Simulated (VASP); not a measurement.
Runs of VASP 6.6.1 on Tl. The structure is that of space group Im-3m (No. 229), or close to it. The cells are those of the table. 

```csv
task,spin,cell,k mesh,cutoff (eV),gap on the mesh (eV),pressure (GPa)
single point,off,"a = 3.240 Å, angles 109.5°, 1 atom",13 × 13 × 13,520,none,2.1
single point,off,"a = 3.284 Å, angles 109.5°, 1 atom",12 × 12 × 12,520,none,0.1
single point,off,"a = 3.370 Å, angles 109.5°, 1 atom",13 × 13 × 13,520,none,-2.6
relaxation of cell and atoms,off,"relaxed from a = 3.315 Å, angles 109.5°, 1 atom",12 × 12 × 12,600,none,0.0
single point,off,"a = 3.411 Å, angles 109.5°, 1 atom",13 × 13 × 13,520,none,(b)
single point,"non-collinear, zero start, SOC","a = 3.284 Å, angles 109.5°, 1 atom",12 × 12 × 12,520,-,(a)
single point,off,"a = 3.328 Å, angles 109.5°, 1 atom",13 × 13 × 13,520,none,-1.4
single point,off,"a = 3.284 Å, angles 109.5°, 1 atom",13 × 13 × 13,520,none,0.1
```

Alike in all rows: level LDA; potentials or basis VASP PAW LDA potentials, release 64 (Tl_d); smearing fermi-dirac 0.1 eV.

Problem. Fill in the values left out.

Solution. (a) -0.4; (b) -3.5.

Caveats: spin-orbit coupling is left out, which moves the levels of the heavy elements (some runs).

A k mesh can miss the band edges, and rows without SOC leave out spin-orbit coupling on Tl.

A gap of «none» marks levels without a gap at the run's occupations.
